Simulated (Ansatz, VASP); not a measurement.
## Ge in VASP and in Ansatz

```
Ge
1.0
     0.00000    2.12791    2.12791
     2.12791    0.00000    2.12791
     2.12791    2.12791    0.00000
Ge
1
Direct
  0.00000 0.00000 0.00000
```

Alike in both runs: task single point; functional RPBE; k mesh 14 × 14 × 14; occupations fermi-dirac, width 0.1 eV; no spin polarisation.

|  | VASP | Ansatz |
| --- | --- | --- |
| version | VASP 6.6.1 | Ansatz 0.2.0 |
| potentials or method | VASP PAW PBE potentials, release 64 (Ge_d), cutoff 520 eV | plane waves (420 eV) with PAW, scalar-relativistic |
| valence electrons in the cell | 14 | 14 |

VASP gave:

* pressure (GPa): 2.7

Problem. Estimate Ansatz's values.

Solution. Pressure (GPa): 2.8.

VASP's potentials were made for PBE, not for RPBE.
